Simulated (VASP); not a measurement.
A run of VASP 6.6.1 is set up as follows.

The input INCAR:

```
  PREC = Accurate
  ENCUT = 520
  EDIFF = 1E-7
  ISMEAR = 0
  SIGMA = 0.05
  LREAL = F
  LASPH = T
  NELM = 80
  ALGO = Normal
  ISIF = 2
  LWAVE = F
  LCHARG = F
  NBANDS = 31
```

File KPOINTS:

```
regular mesh
0
Gamma
  6 6 8
```

File POSCAR:

```
HfO2
1.0
    4.3878782925      0.0000000000      0.0000000000
    0.0000000000      4.3878782925      0.0000000000
    0.0000000000      0.0000000000      3.7947509990
Hf O
2 4
Direct
    0.0000000000      0.0000000000      0.0000000000
    0.5000000000      0.5000000000      0.5000000000
    0.1951075730      0.8048924270      0.5000000000
    0.3048924270      0.3048924270      0.0000000000
    0.6951075730      0.6951075730      0.0000000000
    0.8048924270      0.1951075730      0.5000000000
```

Potentials or basis: VASP PAW LDA potentials, release 64 (Hf_pv, O).

The run is started by

```bash
$ cat potpaw_LDA.64/Hf_pv/POTCAR potpaw_LDA.64/O/POTCAR > POTCAR
$ mpirun -np 1 vasp_std > vasp.out
```

(1) What does it give for the pressure?

(2) Estimate the largest force.

(3) Estimate the band gap on the k mesh.

Answers

(1) 0.1 GPa.

(2) 2.610 eV/Å.

(3) 2.29 eV.

Caveat: spin-orbit coupling is left out, which moves the levels of the heavy elements; forces of over 1 eV/Å act on the atoms, so gaps and moduli don't describe the material at rest.
